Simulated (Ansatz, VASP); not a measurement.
# One calculation of AlNi3, two programs

INCAR

```
SYSTEM = AlNi3
ALGO = Normal
EDIFF = 1E-6
ENCUT = 520
GGA = PE
ISIF = 2
ISMEAR = 0
ISPIN = 2
LASPH = .TRUE.
LCHARG = .TRUE.
LELF = .TRUE.
LMAXMIX = 4
LORBIT = 11
LREAL = .FALSE.
LVHAR = .TRUE.
LWAVE = .FALSE.
MAGMOM = 0 0.31 0.31 0.31
NBANDS = 28
NELM = 150
PREC = Accurate
SIGMA = 0.05
```

The input KPOINTS:

```
k-points
0
G
  12 12 12
  0 0 0
```

File POSCAR:

```
AlNi3
1.0
    3.6135233447      0.0000000000      0.0000000000
    0.0000000000      3.6135233447      0.0000000000
    0.0000000000      0.0000000000      3.6135233447
Al Ni
1 3
Direct
    0.0000000000      0.0000000000      0.0000000000
    0.0000000000      0.5000000000      0.5000000000
    0.5000000000      0.0000000000      0.5000000000
    0.5000000000      0.5000000000      0.0000000000
```

Input for Ansatz:

```yaml
crystal:
  lattice:
    - [3.6135233447, 0.0, 0.0]
    - [0.0, 3.6135233447, 0.0]
    - [0.0, 0.0, 3.6135233447]
  atoms:
    - { symbol: Al, position: [0.0, 0.0, 0.0] }
    - { symbol: Ni, position: [0.0, 0.5, 0.5], spin: 0.31 }
    - { symbol: Ni, position: [0.5, 0.0, 0.5], spin: 0.31 }
    - { symbol: Ni, position: [0.5, 0.5, 0.0], spin: 0.31 }
basis:
  ecutwfc: 420
  ecutrho_ratio: 4
kpoints:
  mp_grid: { grid: [12, 12, 12] }
hamiltonian:
  xc: pbe
scf:
  occupations: { method: gaussian, width: 0.05 }
output:
  forces: true
  stress: true
  eigenvalues: true
  populations: true
magnetization:
  spin_polarized: true
```

Alike in both runs: task single point; functional PBE; k mesh 12 × 12 × 12; occupations gaussian, width 0.05 eV; collinear spin.

|  | VASP | Ansatz |
| --- | --- | --- |
| version | VASP 6.6.1 | Ansatz 0.2.0 |
| potentials or method | VASP PAW PBE potentials, release 64 (Al, Ni), cutoff 520 eV | scalar-relativistic, plane waves, PAW |
| valence electrons in the cell | 33 | 57 |

|  | VASP | Ansatz | Ansatz less VASP |
| --- | --- | --- | --- |
| gap on the k mesh at the Fermi level (eV) | none | none | - |
| pressure (GPa) | -6.4 | -6.5 | -0.13 |
| net moment per atom (μB) | 0.19 | 0.19 | +0.007 |
| size of the moment on the site where the two differ most (μB) | 0.27 | 0.29 | +0.021 |

Site moments also hang on the region over which each program counts them. A gap of «none» marks a metal or a gap that the smearing closes. The functional is the same, so the differences come from potentials, cutoffs and numerics. VASP's potentials hold 33 valence electrons a cell and Ansatz's 57, so a difference there can come from the potentials and not from the codes.
